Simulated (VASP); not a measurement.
Input of a VASP 6.6.1 run:

Contents of POSCAR:

```
MoSe
1.0
    0.0000000000      3.1108253274      3.1108253274
    3.1108253274      0.0000000000      3.1108253274
    3.1108253274      3.1108253274      0.0000000000
Mo Se
1 1
Direct
    0.0000000000      0.0000000000      0.0000000000
    0.2500000000      0.2500000000      0.2500000000
```

The input INCAR.step1:

```
ALGO = Normal
EDIFF = 1E-4
ENCUT = 520
GGA = PE
ISMEAR = 0
ISPIN = 2
LASPH = T
LCHARG = F
LDAU = T
LDAUJ = 0 0
LDAUL = 2 -1
LDAUTYPE = 2
LDAUU = 4.38 0
LMAXMIX = 4
LREAL = F
LWAVE = T
MAGMOM = 3.5 0
NBANDS = 21
NELM = 150
PREC = Accurate
SIGMA = 0.1
```

File INCAR.step2:

```
ALGO = Normal
EDIFF = 1E-6
ENCUT = 520
ISIF = 2
ISMEAR = 0
ISPIN = 2
ISTART = 1
LASPH = T
LCHARG = F
LDAU = T
LDAUJ = 0 0
LDAUL = 2 -1
LDAUPRINT = 1
LDAUTYPE = 2
LDAUU = 4.38 0
LMAXMIX = 4
LMIXTAU = T
LORBIT = 11
LREAL = F
LWAVE = F
MAGMOM = 3.5 0
METAGGA = R2SCAN
NBANDS = 21
NELM = 150
PREC = Accurate
SIGMA = 0.1
```

Contents of KPOINTS:

```
k-points
0
Gamma
  12 12 12
```

Potentials or basis: VASP PAW PBE potentials, release 64 (Mo_sv, Se).

Run with:

```sh
$ cat potpaw_PBE.64/Mo_sv/POTCAR potpaw_PBE.64/Se/POTCAR > POTCAR
$ cp INCAR.step1 INCAR
$ mpirun -np 1 vasp_std > vasp.out
$ cp INCAR.step2 INCAR
$ mpirun -np 1 vasp_std > vasp.out
```

Problem. What does it give for the net moment?

Solution. 4.00 μB per cell.

Problem. Estimate the site moments.

Solution. Mo +3.68; Se -0.22 μB.

Problem. What does it give for the band gap on the k mesh?

Solution. Zero (filled and empty bands overlap).

Eigenvalues of the final occupation matrices:
```
    site  spin  trace               eigenvalues
site 1 d     1   3.77  0.70 0.70 0.70 0.83 0.83
site 1 d     2   0.18  0.01 0.01 0.05 0.05 0.05
```
